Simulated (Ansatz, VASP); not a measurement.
## MgO: VASP beside Ansatz

```xyz
12
Lattice="2.1351 -2.1351 0.0000 2.1351 0.0000 -2.1351 8.5406 8.5406 8.5406" Properties=species:S:1:pos:R:3 pbc="T T T"
Mg    4.2703    0.0000    0.0000
Mg    0.0000    0.0000    0.0000
Mg    4.2703    2.1351    2.1351
Mg    8.5406    4.2703    4.2703
Mg    4.2703    4.2703    4.2703
Mg    8.5406    6.4054    6.4054
O     6.4055    2.1352    2.1352
O     2.1351    2.1351    2.1351
O     6.4054    4.2703    4.2703
O    10.6758    6.4055    6.4055
O    10.6757    4.2703    4.2703
O     2.1351    0.0000    0.0000
```

Alike in both runs: task single point; functional PBE; k mesh 9 × 9 × 2; occupations gaussian, width 0.05 eV; no spin polarisation.

```csv
,VASP,Ansatz
version,VASP 6.6.1,Ansatz 0.2.0
potentials or method,"VASP PAW PBE potentials, release 64 (Mg, O), cutoff 520 eV","scalar-relativistic, plane waves, PAW"
valence electrons in the cell,48,96
```

```tsv
	VASP	Ansatz	Ansatz less VASP
gap on the k mesh at the Fermi level (eV)	4.34	4.35	+0.017
least direct gap on the mesh (eV)	4.34	4.35	+0.017
pressure (GPa)	-2.4	-1.7	+0.74
```

VASP's potentials hold 48 valence electrons a cell and Ansatz's 96, so a difference there can come from the potentials and not from the codes.
